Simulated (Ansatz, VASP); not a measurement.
**SrTiO3: VASP beside Ansatz**

The input INCAR:

```
ALGO = Normal ; EDIFF = 1E-6
ENCUT = 910 ; GGA = PE
GGA_COMPAT = False ; ISIF = 2
ISMEAR = 0 ; LASPH = True
LCHARG = False ; LDAU = True
LDAUJ = 0 0 0 ; LDAUL = -1 2 -1
LDAUPRINT = 1 ; LDAUTYPE = 2
LDAUU = 0 4 0 ; LMAXMIX = 4
LREAL = False ; LWAVE = False
NBANDS = 28 ; NELM = 200
PREC = Accurate ; SIGMA = 0.02
```

KPOINTS

```
k-points
0
Gamma
  8 8 8
```

Contents of POSCAR:

```
SrTiO3
1.0
    3.8906637512      0.0000000000      0.0000000000
    0.0000000000      3.8906637512      0.0000000000
    0.0000000000      0.0000000000      3.8906637512
Sr Ti O
1 1 3
Direct
    0.0000000000      0.0000000000      0.0000000000
    0.5000000000      0.5000000000      0.5000000000
    0.5000000000      0.0000000000      0.5000000000
    0.5000000000      0.5000000000      0.0000000000
    0.0000000000      0.5000000000      0.5000000000
```

Input for Ansatz:

```yaml
crystal:
  lattice:
    - [3.8906637512, 0.0, 0.0]
    - [0.0, 3.8906637512, 0.0]
    - [0.0, 0.0, 3.8906637512]
  atoms:
    - { symbol: Sr, position: [0.0, 0.0, 0.0] }
    - { symbol: Ti, position: [0.5, 0.5, 0.5] }
    - { symbol: O, position: [0.5, 0.0, 0.5] }
    - { symbol: O, position: [0.5, 0.5, 0.0] }
    - { symbol: O, position: [0.0, 0.5, 0.5] }
basis:
  ecutwfc: 420
kpoints:
  mp_grid: { grid: [8, 8, 8] }
  band_path: { path: [VBM, CBM], npoints: 2 }
hamiltonian:
  xc: pbe
  hubbard: { sites: [{ species: Ti, l: d, u_eff: 4.0 }] }
scf:
  occupations: { method: gaussian, width: 0.02 }
output:
  forces: true
  stress: true
  eigenvalues: true
checkpoint:
  read: start.run
  write: ck
  compress: false
  write_wavefunctions: false
  write_every: 100000
```

Alike in both runs: task single point; functional PBE; k mesh 8 × 8 × 8; occupations gaussian, width 0.02 eV; no spin polarisation; Hubbard terms Ti d U = 4.0 eV.

|  | VASP | Ansatz |
| --- | --- | --- |
| version | VASP 6.6.1 | Ansatz 0.2.0 |
| potentials or method | VASP PAW PBE potentials, release 64 (Sr_sv, Ti_sv, O_h), cutoff 910 eV | scalar-relativistic, plane waves, PAW |
| valence electrons in the cell | 40 | 40 |

```csv
,VASP,Ansatz,Ansatz less VASP
gap on the k mesh at the Fermi level (eV),2.41,2.40,-0.011
least direct gap on the mesh (eV),2.82,2.80,-0.015
```

The programs project onto different local orbitals, so the same U acts differently, and such runs can settle in different states.

Noted on VASP's run: the cutoff is short for stress, so the pressure is rough.
